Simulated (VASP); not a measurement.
# HgTe (I-4m2) in VASP: notebook, part 2 of 2

VASP 6.6.1. Earlier steps stand in the parts before.

### 3 Electric field gradients, LDA (zz strain of -3 %)

INCAR reads:

```
SYSTEM = HgTe
PREC = Accurate
ENCUT = 520
EDIFF = 1E-8
ISMEAR = -1
SIGMA = 0.03
LREAL = .FALSE.
LASPH = .TRUE.
NELM = 60
ALGO = Normal
ISIF = 2
LWAVE = .FALSE.
LCHARG = .FALSE.
GGA = CA
LEFG = .TRUE.
NBANDS = 16
```

KPOINTS reads:

```
Automatic mesh
0
G
  11 11 11
  0 0 0
```

POSCAR reads:

```
HgTe
1.0
    0.0000000000      3.2235000000      3.1267950000
    3.2235000000      0.0000000000      3.1267950000
    3.2235000000      3.2235000000      0.0000000000
Hg Te
1 1
Direct
    0.0000000000      0.0000000000      0.0000000000
    0.7500000000      0.7500000000      0.7500000000
```

Potentials or basis: VASP PAW LDA potentials, release 64 (Hg, Te).

Command:

```bash
$ cat potpaw_LDA.64/Hg/POTCAR potpaw_LDA.64/Te/POTCAR > POTCAR
$ mpirun -np 1 vasp_std > vasp.out
```

OUTCAR:

```text
SYSTEM = HgTe
   PREC = Accurate
   ENCUT = 520
   EDIFF = 1E-8
   ISMEAR = -1
   LREAL = .FALSE.
   LASPH = .TRUE.
   NELM = 60
   ISIF = 2
   GGA = CA

 ion  position               nearest neighbor table
   1  0.000  0.000  0.000-   2 2.76   2 2.76   2 2.76   2 2.76
   2  0.750  0.750  0.750-   1 2.76   1 2.76   1 2.76   1 2.76

  LATTYP: Found a body centered tetragonal cell.
 ALAT       =     4.5587174183
 C/A-ratio  =     1.3717871555

  Lattice vectors:

 A1 = (   0.0000000000,  -3.2235000000,  -3.1267950000)
 A2 = (   0.0000000000,   3.2235000000,  -3.1267950000)
 A3 = (   3.2235000000,   0.0000000000,   3.1267950000)

Analysis of symmetry for initial positions (statically):
=====================================================================
 Subroutine PRICEL returns:
 Original cell was already a primitive cell.

 Routine SETGRP: Setting up the symmetry group for a
 body centered tetragonal supercell.

 Subroutine GETGRP returns: Found  8 space group operations
 (whereof  8 operations were pure point group operations)
 out of a pool of 16 trial point group operations.

The static configuration has the point symmetry D_2d.

Analysis of symmetry for dynamics (positions and initial velocities):
=====================================================================
 Subroutine PRICEL returns:
 Original cell was already a primitive cell.

 Routine SETGRP: Setting up the symmetry group for a
 body centered tetragonal supercell.

 Subroutine GETGRP returns: Found  8 space group operations
 (whereof  8 operations were pure point group operations)
 out of a pool of 16 trial point group operations.

[... 160 lines left out ...]
      4      -4.2779      2.00000
      5      -3.7155      2.00000
      6      -3.6901      2.00000
[... 433 lines left out ...]
      3      -4.1534      2.00000
      4      -4.0730      2.00000
      5      -3.7362      2.00000
      6      -3.6776      2.00000
[... 8 lines left out ...]
     15      12.3484      0.00000
     16      12.7632      0.00000

 [... further k-points ...]

------------------------ aborting loop because EDIFF is reached ----------------------------------------

  FORCE on cell =-STRESS in cart. coord.  units (eV):
  Direction    XX          YY          ZZ          XY          YZ          ZX
  --------------------------------------------------------------------------------------
  -------------------------------------------------------------------------------------
  Total        0.5631012      0.5631012      0.7435377      0.0000000      0.0000000      0.0000000
  in kB       13.8839251     13.8839251     18.3327999      0.0000000      0.0000000      0.0000000
  external PRESSURE =      15.3668834 kB  Pullay stress =       0.0000000 kB

 VOLUME and BASIS-vectors are now :
 -----------------------------------------------------------------------------
  energy-cutoff  :      520.00
  volume of cell :       64.98
      direct lattice vectors                 reciprocal lattice vectors
     0.000000000  3.223500000  3.126795000    -0.155110904  0.155110904  0.159908149
     3.223500000  0.000000000  3.126795000     0.155110904 -0.155110904  0.159908149
     3.223500000  3.223500000  0.000000000     0.155110904  0.155110904 -0.159908149

 POSITION                                       TOTAL-FORCE (eV/Angst)
 -----------------------------------------------------------------------------------
      0.00000      0.00000      0.00000         0.000000      0.000000      0.000000
      4.83525      4.83525      4.69019        -0.000000     -0.000000     -0.000000
 -----------------------------------------------------------------------------------
    total drift:                                0.000000      0.000000     -0.000000

  FREE ENERGIE OF THE ION-ELECTRON SYSTEM (eV)
  ---------------------------------------------------
  free  energy   TOTEN  =        -5.0268755754 eV

  energy  without entropy=       -5.0267772458  energy(sigma->0) =       -5.02682641

 Electric field gradients (V/A^2)
---------------------------------------------------------------------
 ion       V_xx      V_yy      V_zz      V_xy      V_xz      V_yz
---------------------------------------------------------------------
   1     -10.137   -10.137    20.274    -0.000    -0.001    -0.001
   2       7.302     7.302   -14.605    -0.000    -0.000    -0.000
---------------------------------------------------------------------

 Electric field gradients after diagonalization (V/A^2)
 (convention: |V_zz| > |V_xx| > |V_yy|)
----------------------------------------------------------------------
 ion       V_xx      V_yy      V_zz     asymmetry (V_yy - V_xx)/ V_zz
----------------------------------------------------------------------
   1     -10.137   -10.137    20.274       0.000
   2       7.302     7.302   -14.605       0.000
----------------------------------------------------------------------

           NMR quadrupolar parameters

 Cq : quadrupolar parameter    Cq=e*Q*V_zz/h
 eta: asymmetry parameters     (V_yy - V_xx)/ V_zz
 Q  : nuclear electric quadrupole moment in mb (millibarn)
----------------------------------------------------------------------
 ion       Cq(MHz)       eta       Q (mb)
----------------------------------------------------------------------
   1       0.049       0.000       1.000
   2      -0.035       0.000       1.000
----------------------------------------------------------------------
```

OSZICAR:

```text
N       E                     dE             d eps       ncg     rms          rms(c)
DAV:   1     0.106077185349E+03    0.10608E+03   -0.80506E+03  4056   0.977E+02
DAV:   2    -0.152633640787E+01   -0.10760E+03   -0.10079E+03  4632   0.231E+02
DAV:   3    -0.522878191780E+01   -0.37024E+01   -0.36933E+01  4968   0.445E+01
DAV:   4    -0.526351664764E+01   -0.34735E-01   -0.34732E-01  5944   0.392E+00
DAV:   5    -0.526365290902E+01   -0.13626E-03   -0.13626E-03  5280   0.202E-01    0.834E+00
DAV:   6    -0.504483720322E+01    0.21882E+00   -0.41021E-01  4904   0.900E+00    0.651E+00
DAV:   7    -0.502991217088E+01    0.14925E-01   -0.97898E-02  5024   0.221E+00    0.222E+00
DAV:   8    -0.502720790346E+01    0.27043E-02   -0.11486E-02  4456   0.127E+00    0.540E-01
DAV:   9    -0.502688162634E+01    0.32628E-03   -0.71881E-04  5456   0.302E-01    0.130E-01
DAV:  10    -0.502687485106E+01    0.67753E-05   -0.65251E-05  5136   0.722E-02    0.515E-02
DAV:  11    -0.502687687190E+01   -0.20208E-05   -0.16598E-05  5264   0.378E-02    0.314E-02
DAV:  12    -0.502687560275E+01    0.12691E-05   -0.30224E-06  4472   0.162E-02    0.134E-02
DAV:  13    -0.502687562320E+01   -0.20442E-07   -0.26040E-07  5304   0.294E-03    0.934E-03
DAV:  14    -0.502687557532E+01    0.47874E-07   -0.12329E-07  5024   0.419E-03    0.129E-03
DAV:  15    -0.502687557535E+01   -0.30013E-10   -0.24225E-08  4744   0.873E-04
   1 F= -.50268756E+01 E0= -.50268264E+01  d E =-.983296E-04
```

Run time: 2.1 min. Hardware: 1 thread of Intel Xeon 8259CL, shared host; peak memory 0.27 GiB.

Results:

```yaml
Free_energy: -5.0269 eV
Pressure: 1.5 GPa
Band_gap_on_the_k_mesh: 0.10 eV
Largest_electric_field_gradient_by_atom: Hg +20.3; Te -14.6 V/Å²
```

Electric field gradients, principal values (V/Å²):
```
atom    least   middle  greatest (by size)
1 Hg  -10.137  -10.137              20.274
2 Te    7.302    7.302             -14.605
```

Caveat: the cell differs from its parent crystal (zz strain of -3 %); without QUAD_EFG the Cq values of the log hold for a quadrupole moment of 1 mb, not for the nuclei; spin-orbit coupling is left out, which moves the levels of the heavy elements; an odd mesh through Γ misses points on the zone boundary, where band edges can lie.
